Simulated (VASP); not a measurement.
# H2CO2 in VASP: a series of runs

Runs on H2CO2. Level: PBE. Tasks: single point.

Everything below comes from runs of VASP 6.6.1. Logs are shortened: lines on timing, memory, paths and dates and some standing lists are left out, and cuts for length are marked.

## 1. The cell of the first run

The cell holds an amorphous packing of atoms, 40 atoms: a = 7.683 Å, b = 7.683 Å, c = 7.683 Å, α = 90.00°, β = 90.00°, γ = 90.00°.

## 2. Single point, PBE

Contents of INCAR:

```
PREC = Accurate
ENCUT = 520
EDIFF = 1E-6
ISMEAR = -1
SIGMA = 0.05
LREAL = Auto
LASPH = True
NELM = 100
ALGO = Normal
ISIF = 2
LWAVE = False
LCHARG = True
GGA = PE
LELF = True
LVHAR = True
NBANDS = 98
```

Contents of KPOINTS:

```
regular mesh
0
Gamma
  1 1 1
```

Contents of POSCAR:

```
H2CO2
1.0
    7.6834750000      0.0000000000      0.0000000000
    0.0000000000      7.6834750000      0.0000000000
    0.0000000000      0.0000000000      7.6834750000
O C H
16 8 16
Direct
    0.4866417864      0.4119360055      0.6015247007
    0.4294280908      0.6984339768      0.5638073918
    0.3653685344      0.9076492082      0.3093782436
    0.6226089107      0.8181454355      0.2092282463
    0.8745522046      0.1064101855      0.6688119633
    0.6170254995      0.0926924341      0.5354868728
    0.3586398082      0.2889838257      0.2015103843
    0.5625579572      0.4777135346      0.2826065029
    0.9653574717      0.7781505113      0.9553489795
    1.2564887632      0.8228958902      0.9829927214
   -0.0482594139      0.8832592024      0.3079075548
   -0.0328887645      0.7148978815      0.5482285034
    0.8932026199      0.1930116256      0.1951200466
    1.0675768451      0.2990573927      0.4044393975
    0.6699312486      0.2878775554      0.9743638132
    0.8663918344      0.4802514487      0.8817624838
    0.3951597422      0.5695209524      0.6427169998
    0.4963639499      0.9115797214      0.1950289420
    0.7036529695      0.0662330521      0.6598967264
    0.4290897023      0.4484429246      0.1989854851
    1.1085218602      0.8664959540      1.0054825453
    0.0405936116      0.8196291392      0.4513582721
    0.9784374908      0.3213129476      0.2841943261
    0.7139868354      0.4498875834      0.9274058938
    0.5747399451      0.4496142696      0.5119298234
    0.2844806549      0.5505711934      0.7503115452
    0.3947172341      0.7923628306      0.4008342579
    0.4938911105      1.0258899782      0.1075555006
    0.9068292667      0.1725521330      0.5626100170
    0.7006725473     -0.0150973355      0.7647711485
    0.4270203261      0.2256400912      0.2944761322
    0.3341066379      0.5247755736      0.1212211922
    0.9896693879      0.6968721835      0.8676803139
    1.0862402754      0.9904632995      1.0597548635
   -0.1670728414      0.8249782813      0.2472188691
    0.1507521011      0.8931375452      0.4982641318
    0.9135710079      0.0808358197      0.2617956068
    0.9429847823      0.4504992858      0.2406723520
    0.7649663726      0.2167899290      1.0165582630
    0.6112208343      0.5368924868      0.9496224039
```

Potentials or basis: VASP PAW PBE potentials, release 64 (O, C, H).

Run with:

```console
$ cat potpaw_PBE.64/O/POTCAR potpaw_PBE.64/C/POTCAR potpaw_PBE.64/H/POTCAR > POTCAR
$ mpirun -np 1 vasp_gam > vasp.out
```

OUTCAR:

```text
PREC = Accurate
   ENCUT = 520
   EDIFF = 1E-6
   ISMEAR = -1
   LREAL = Auto
   LASPH = True
   NELM = 100
   ISIF = 2
   GGA = PE

 ion  position               nearest neighbor table
   1  0.487  0.412  0.602-  25 1.01  17 1.44
   2  0.429  0.698  0.564-  17 1.19
   3  0.365  0.908  0.309-  27 1.15  18 1.34
   4  0.623  0.818  0.209-  18 1.21
   5  0.875  0.106  0.669-  29 0.99  19 1.35
   6  0.617  0.093  0.535-  19 1.18
   7  0.359  0.289  0.202-  31 1.01  20 1.34
   8  0.563  0.478  0.283-  20 1.23
   9  0.965  0.778  0.955-  33 0.94  21 1.35
  10  0.256  0.823  0.983-  21 1.20
  11  0.952  0.883  0.308-  35 1.12  22 1.39
  12  0.967  0.715  0.548-  22 1.23
  13  0.893  0.193  0.195-  37 1.01  23 1.37
  14  0.068  0.299  0.404-  23 1.16
  15  0.670  0.288  0.974-  39 0.97  24 1.34
  16  0.866  0.480  0.882-  24 1.24
  17  0.395  0.570  0.643-   2 1.19  26 1.19   1 1.44
  18  0.496  0.912  0.195-  28 1.11   4 1.21   3 1.34
  19  0.704  0.066  0.660-  30 1.02   6 1.18   5 1.35
  20  0.429  0.448  0.199-  32 1.11   8 1.23   7 1.34
  21  0.109  0.866  0.005-  34 1.05  10 1.20   9 1.35
  22  0.041  0.820  0.451-  36 1.08  12 1.23  11 1.39
  23  0.978  0.321  0.284-  38 1.08  14 1.16  13 1.37
  24  0.714  0.450  0.927-  40 1.05  16 1.24  15 1.34
  25  0.575  0.450  0.512-   1 1.01
  26  0.284  0.551  0.750-  17 1.19
  27  0.395  0.792  0.401-   3 1.15
  28  0.494  0.026  0.108-  18 1.11
  29  0.907  0.173  0.563-   5 0.99
  30  0.701  0.985  0.765-  19 1.02
[... 8 lines left out ...]
  39  0.765  0.217  0.017-  15 0.97
  40  0.611  0.537  0.950-  24 1.05

  LATTYP: Found a simple cubic cell.
 ALAT       =     7.6834750000

  Lattice vectors:

 A1 = (   7.6834750000,   0.0000000000,   0.0000000000)
 A2 = (   0.0000000000,   7.6834750000,   0.0000000000)
 A3 = (   0.0000000000,   0.0000000000,   7.6834750000)

Analysis of symmetry for initial positions (statically):
=====================================================================
 Subroutine PRICEL returns:
 Original cell was already a primitive cell.

 Routine SETGRP: Setting up the symmetry group for a
 simple cubic supercell.

 Subroutine GETGRP returns: Found  1 space group operations
 (whereof  1 operations were pure point group operations)
 out of a pool of 48 trial point group operations.

The static configuration has the point symmetry C_1 .

Analysis of symmetry for dynamics (positions and initial velocities):
=====================================================================
 Subroutine PRICEL returns:
 Original cell was already a primitive cell.

 Routine SETGRP: Setting up the symmetry group for a
 simple cubic supercell.

 Subroutine GETGRP returns: Found  1 space group operations
 (whereof  1 operations were pure point group operations)
 out of a pool of 48 trial point group operations.

The dynamic configuration has the point symmetry C_1 .

 Subroutine INISYM returns: Found  1 space group operations
 (whereof  1 operations are pure point group operations),
 and found     1 'primitive' translations

----------------------------------------------------------------------------------------

                                     Primitive cell

  volume of cell :     453.6000

  direct lattice vectors                    reciprocal lattice vectors
     7.683475000  0.000000000  0.000000000     0.130149444  0.000000000  0.000000000
     0.000000000  7.683475000  0.000000000     0.000000000  0.130149444  0.000000000
     0.000000000  0.000000000  7.683475000     0.000000000  0.000000000  0.130149444

  length of vectors
     7.683475000  7.683475000  7.683475000     0.130149444  0.130149444  0.130149444

  position of ions in fractional coordinates (direct lattice)
     0.486641786  0.411936006  0.601524701
     0.429428091  0.698433977  0.563807392
     0.365368534  0.907649208  0.309378244
     0.622608911  0.818145435  0.209228246
     0.874552205  0.106410186  0.668811963
     0.617025500  0.092692434  0.535486873
[... 32 lines left out ...]
     0.764966373  0.216789929  0.016558263
     0.611220834  0.536892487  0.949622404

  ion indices of the primitive-cell ions
   primitive index   ion index
                 1           1
                 2           2
                 3           3
                 4           4
                 5           5
                 6           6
[... 32 lines left out ...]
                39          39
                40          40

----------------------------------------------------------------------------------------

 KPOINTS: regular mesh

Automatic generation of k-mesh.
 Grid dimensions read from file:
 generate k-points for:    1    1    1

 Generating k-lattice:

  Cartesian coordinates                     Fractional coordinates (reciprocal lattice)
     0.130149444  0.000000000  0.000000000     1.000000000  0.000000000  0.000000000
     0.000000000  0.130149444  0.000000000     0.000000000  1.000000000  0.000000000
     0.000000000  0.000000000  0.130149444     0.000000000  0.000000000  1.000000000

  Length of vectors
     0.130149444  0.130149444  0.130149444

  Shift w.r.t. Gamma in fractional coordinates (k-lattice)
     0.000000000  0.000000000  0.000000000

 Subroutine IBZKPT returns following result:
 ===========================================

 Found      1 irreducible k-points:

 Following reciprocal coordinates:
            Coordinates               Weight
  0.000000  0.000000  0.000000      1.000000
   k-points           NKPTS =      1   k-points in BZ     NKDIM =      1   number of bands    NBANDS=     98
   number of dos      NEDOS =    301   number of ions     NIONS =     40
   total plane-waves  NPLWV = 216000
   dimension x,y,z NGX =    60 NGY =   60 NGZ =   60
   dimension x,y,z NGXF=   120 NGYF=  120 NGZF=  120
   ions per type =              16   8  16
   NGX,Y,Z   is equivalent  to a cutoff of  12.98, 12.98, 12.98 a.u.
   NGXF,Y,Z  is equivalent  to a cutoff of  25.96, 25.96, 25.96 a.u.
 SYSTEM =  unknown system
   PREC   = accura    normal or accurate (medium, high low for compatibility)
   ISTART =      0    job   : 0-new  1-cont  2-samecut
   ICHARG =      2    charge: 1-file 2-atom 10-const
   ISPIN  =      1    spin polarized calculation?
   LNONCOLLINEAR =      F non collinear calculations
   LSORBIT =      F    spin-orbit coupling
   LASPH  =      T    aspherical Exc in radial PAW
   ENCUT  =  520.0 eV  38.22 Ry    6.18 a.u.  14.29 14.29 14.29*2*pi/ulx,y,z
   NELM   =    100;   NELMIN=  2; NELMDL= -5     # of ELM steps
   EDIFF  = 0.1E-05   stopping-criterion for ELM
   LREAL  =      T    real-space projection
   EDIFFG = 0.1E-04   stopping-criterion for IOM
   NSW    =      0    number of steps for IOM
   IBRION =     -1    ionic relax: 0-MD 1-quasi-New 2-CG
   NFREE  =      0    steps in history (QN), initial steepest desc. (CG)
   ISIF   =      2    stress and relaxation
   ISYM   =      2    0-nonsym 1-usesym 2-fastsym
   POTIM  = 0.5000    time-step for ionic-motion
   TEBEG  =    0.0;   TEEND  =   0.0 temperature during run
   PSTRESS=    0.0 pullay stress
   NELECT =     144.0000    total number of electrons
   NUPDOWN=      -1.0000    fix difference up-down
   EMIN   =  10.00;   EMAX   =-10.00  energy-range for DOS
   EFERMI =   0.00;   METHOD = LEGACY
   ISMEAR =    -1;   SIGMA  =   0.05  broadening in eV -4-tet -1-fermi 0-gaus
   EFERMI_NEDOS =   21; number of points for ismear=-14 and -15
   IALGO  =     38    algorithm
   IMIX   =      4    mixing-type and parameters
     AMIX     =   0.40;   BMIX     =  1.00
     AMIX_MAG =   1.60;   BMIX_MAG =  1.00
  volume/ion in A,a.u.               =      11.34        76.53
  Fermi-wavevector in a.u.,A,eV,Ry     =   1.116789  2.110426 16.969441  1.247219
  Thomas-Fermi vector in A             =   2.253407
   LORBIT       =      0    0 simple, 1 ext, 2 COOP (PROOUT), +10 PAW based schemes
   GGA     = PE    functional components
   LHFCALC =     F    Hartree Fock is set to
   AEXX    =    0.0000 exact exchange contribution
   IVDW    =     0    specifies the selected vdW correction
   LEPSILON=     F    determine dielectric tensor
   LRPA    =     F    only Hartree local field effects (RPA)
 non-spin polarized calculation
  energy-cutoff  :      520.00
  volume of cell :      453.60
 maximum number of plane-waves:      6099
 NGX is ok and might be reduce to    60
   NGX = 29   NGY = 29   NGZ = 29

 number of electron     144.0000028 magnetization

 Free energy of the ion-electron system (eV)
  ---------------------------------------------------
  ext. energy  EPLUGINS =         0.00000000
  ---------------------------------------------------
  free energy    TOTEN  =      -236.87076684 eV

  energy without entropy =     -236.87076684  energy(sigma->0) =     -236.87076684

 E-fermi :  -0.7878     XC(G=0):  -7.4187

 val. band max:       -2.0710146897   @ k =   0.0000   0.0000   0.0000
 cond. band min:       1.7986391375   @ k =   0.0000   0.0000   0.0000
 fundamental gap:      3.8696538272
 Fermi energy:        -0.7878152543

 k-point     1 :       0.0000    0.0000    0.0000
  band No.  band energies     occupation
      1     -24.2167      2.00000
      2     -24.1128      2.00000
      3     -23.9179      2.00000
      4     -23.5897      2.00000
      5     -23.5437      2.00000
      6     -23.3827      2.00000
[... 76 lines left out ...]
     83       5.1439      0.00000
     84       5.2448      0.00000
 [bands above 84 left out]

------------------------ aborting loop because EDIFF is reached ----------------------------------------

  FORCE on cell =-STRESS in cart. coord.  units (eV):
  Direction    XX          YY          ZZ          XY          YZ          ZX
  --------------------------------------------------------------------------------------
  -------------------------------------------------------------------------------------
  Total        4.8959198     13.0323973     10.1609645     -1.7329523     -1.8834453     -0.2230615
  in kB       17.2930592     46.0322122     35.8899184     -6.1210250     -6.6525869     -0.7878838
  external PRESSURE =      33.0717299 kB  Pullay stress =       0.0000000 kB

 VOLUME and BASIS-vectors are now :
 -----------------------------------------------------------------------------
  energy-cutoff  :      520.00
  volume of cell :      453.60
      direct lattice vectors                 reciprocal lattice vectors
     7.683475000  0.000000000  0.000000000     0.130149444  0.000000000  0.000000000
     0.000000000  7.683475000  0.000000000     0.000000000  0.130149444  0.000000000
     0.000000000  0.000000000  7.683475000     0.000000000  0.000000000  0.130149444

 POSITION                                       TOTAL-FORCE (eV/Angst)
 -----------------------------------------------------------------------------------
      3.73910      3.16510      4.62180        -1.169079      2.487769      1.447843
      3.29950      5.36640      4.33200        -0.065800      2.397942     -0.493000
      2.80730      6.97390      2.37710         0.726970     -2.376196      0.829802
      4.78380      6.28620      1.60760         1.792248     -1.143774     -0.408750
      6.71960      0.81760      5.13880         0.870756      1.154573     -0.474771
      4.74090      0.71220      4.11440        -2.289112      0.577441     -1.832905
[... 32 lines left out ...]
      5.87760      1.66570      0.12722         1.113771     -0.036006      0.096307
      4.69630      4.12520      7.29640        -1.240643      1.462051     -0.256138
 -----------------------------------------------------------------------------------
    total drift:                               -0.009838     -0.015773      0.002057

  FREE ENERGIE OF THE ION-ELECTRON SYSTEM (eV)
  ---------------------------------------------------
  free  energy   TOTEN  =      -236.8707668397 eV

  energy  without entropy=     -236.8707668397  energy(sigma->0) =     -236.87076684
```

It took 58 s on 1 thread of AMD EPYC 9R14 (Zen 4), shared host; peak memory 0.44 GiB.

What came out:

| Item | Value |
| --- | --- |
| Free energy | -236.8708 eV |
| Pressure | 3.3 GPa |
| Largest force | 5.244 eV/Å |
| Band gap on the k mesh | 3.87 eV |

Forces on the atoms (eV/Å):
```
O   -1.169  2.488  1.448
O   -0.066  2.398 -0.493
O    0.727 -2.376  0.830
O    1.792 -1.144 -0.409
O    0.871  1.155 -0.475
O   -2.289  0.577 -1.833
O    0.456 -0.600  0.906
O   -0.628  0.832 -0.976
O   -0.092  2.845  1.878
O    2.020 -1.593 -0.948
O   -0.412 -0.687 -0.871
O    1.205 -0.205 -0.626
O    0.521  0.253  0.717
O    2.813 -1.098  4.287
O   -2.271  0.585 -0.503
O   -1.698  0.145  0.101
C   -0.276 -4.729  1.005
C   -0.671  1.702  1.091
C    3.352  0.101 -0.856
C   -0.093 -1.392  0.848
C   -1.144 -0.087 -0.988
C   -4.157 -0.584  1.127
C   -3.271  0.523 -3.508
C    3.971 -2.396 -0.294
H   -0.668 -0.358  0.216
H    1.731  0.213 -1.560
H   -0.268  2.605 -1.420
H   -0.354 -0.317 -0.130
H    0.297  0.047  0.428
H   -1.972 -2.047  2.822
H   -0.641  0.101 -0.718
H    0.887  0.895 -0.021
H    0.282 -2.055 -1.542
H   -0.876  1.226  0.681
H    1.514  0.634  1.804
H    0.652  0.478 -0.697
H    0.217 -0.140 -0.359
H   -0.166  0.581 -0.802
H    1.114 -0.036  0.096
H   -1.241  1.462 -0.256
```

Levels at points of the mesh, in eV from the valence-band top:
| k point | band 69 | band 70 | band 71 | band 72 | band 73 | band 74 | band 75 | band 76 |
| --- | --- | --- | --- | --- | --- | --- | --- | --- |
| (0.00, 0.00, 0.00) | -0.36 | -0.34 | -0.21 | 0.00 | 3.87 | 4.10 | 4.36 | 4.58 |

Caveat: the k points lie up to 0.82 Å⁻¹ apart.

## 3. Single point, PBE

Contents of INCAR:

```
PREC = Accurate ; ENCUT = 520
EDIFF = 1E-6 ; ISMEAR = -1
SIGMA = 0.05 ; LREAL = Auto
LASPH = T ; NELM = 80
ALGO = Normal ; ISIF = 2
LWAVE = F ; LCHARG = F
GGA = PE ; NBANDS = 98
```

Contents of KPOINTS:

```
Automatic mesh
0
Gamma
  1 1 1
```

Contents of POSCAR:

```
H2CO2
1.0
    7.6834750000      0.0000000000      0.0000000000
    0.0000000000      7.6834750000      0.0000000000
    0.0000000000      0.0000000000      7.6834750000
O C H
16 8 16
Direct
    0.5278861453      0.4055456678      0.6180927250
    0.3886002102      0.6715320867      0.5707443572
    0.3599673325      0.8791204501      0.2960639554
    0.6181577997      0.8244576835      0.1769121394
    0.8641012042      0.1315810880      0.6182228744
    0.5845011534      0.1038202116      0.5195305510
    0.3410175734      0.3122285164      0.2262908385
    0.5635601079      0.4807720465      0.2923937411
    0.9553750094      0.7695996928      0.9892268798
    1.2518294131      0.8046749680      0.9686372377
   -0.0415046577      0.8280758381      0.3106797380
   -0.0332661979      0.6861478693      0.5700025054
    0.8751769219      0.1952501960      0.1504267275
    0.9848668734      0.3277683600      0.3853334591
    0.5954467217      0.3021939943      0.9539433655
    0.8370431348      0.4647246200      0.8765304761
    0.4098275845      0.5382850858      0.6469728866
    0.4737569915      0.9031330225      0.1789815155
    0.6994621574      0.0560423506      0.6156198855
    0.4337230225      0.4598830607      0.2185729764
    1.1025740306      0.8626695603      0.9886021624
    0.0059478296      0.8187701528      0.4868760554
    0.9399132554      0.3389742272      0.2331497142
    0.6846901955      0.4566163097      0.9164863555
    0.5877158447      0.4593364331      0.5154698883
    0.3101591402      0.4968585178      0.7506369188
    0.3777067017      0.7558949564      0.3693250775
    0.4548072324      0.9888754763      0.0635910184
    0.8899488838      0.2219308321      0.5267668600
    0.6673933344     -0.0305981343      0.7246460749
    0.4094501511      0.2165947049      0.2844416101
    0.3953679813      0.5496861772      0.1282232323
    0.9652143073      0.6518014310      0.9228506633
    1.0725225240      1.0032439749      1.0221677041
   -0.0986532786      0.7123339374      0.3090268401
    0.1156247661      0.9112022880      0.5029104669
    0.8630079489      0.0984190096      0.2261346591
    0.9548413966      0.4325907223      0.1393119650
    0.6893625606      0.2159309427      0.9818343913
    0.5865575147      0.5597076843      0.9118139904
```

Potentials or basis: VASP PAW PBE potentials, release 64 (O, C, H).

Run with:

```console
$ cat potpaw_PBE.64/O/POTCAR potpaw_PBE.64/C/POTCAR potpaw_PBE.64/H/POTCAR > POTCAR
$ mpirun -np 1 vasp_gam > vasp.out
```

Wall time 56 s (1 thread of AMD EPYC 9R14 (Zen 4), shared host); peak memory 0.44 GiB.

The run converged. Its results:

```yaml
Free_energy: -236.8582 eV
Pressure: 2.3 GPa
Largest_force: 6.587 eV/Å
Band_gap_on_the_k_mesh: 3.03 eV
```

Forces on the atoms (eV/Å):
```
O   -0.982  3.131 -0.255
O    0.295  2.059 -1.681
O   -2.469 -2.140  2.559
O   -1.260  0.758 -0.186
O   -1.236 -1.702  1.085
O   -0.433 -0.474 -1.173
O   -0.418 -0.746 -0.041
O    5.653  0.935  3.250
O    0.449 -0.990 -1.666
O   -1.511  0.089 -0.671
O   -0.126 -0.302  2.377
O    0.181  1.976 -0.161
O   -0.070  1.749 -1.288
O    0.032  1.493 -0.393
O    1.809  0.843  0.080
O    0.463  0.046  0.435
C   -1.473 -4.021  2.574
C    4.702 -1.090 -2.059
C    1.059  2.035  0.227
C   -2.838 -3.358 -1.085
C    0.639 -0.052  0.391
C    1.113 -1.998 -1.399
C   -0.082 -4.367  1.859
C   -1.611 -1.817 -0.622
H    0.419 -0.987 -0.185
H    1.034  0.265 -0.535
H    0.364  2.938 -0.795
H   -0.792  0.386  1.028
H   -0.325 -0.371 -0.040
H    0.809 -0.389  0.141
H   -0.471  0.983  0.009
H   -2.004  1.975 -2.029
H   -0.228  1.398  0.766
H    0.335 -0.862 -0.328
H   -0.607  0.567 -0.924
H   -0.615  0.162  0.872
H   -0.107 -1.544  1.251
H    0.434  2.534 -1.430
H   -0.433  0.351 -0.197
H    0.302  0.539  0.241
```

Stress tensor (GPa, compression positive):
```
 2.42 -0.17  1.72
-0.17 -0.67  0.12
 1.72  0.12  5.14
```

Levels at points of the mesh, in eV from the valence-band top:
| k point | band 70 | band 71 | band 72 | band 73 | band 74 | band 75 |
| --- | --- | --- | --- | --- | --- | --- |
| (0.00, 0.00, 0.00) | -0.91 | -0.75 | 0.00 | 3.03 | 3.53 | 3.74 |

Caveat: the k points lie up to 0.82 Å⁻¹ apart.
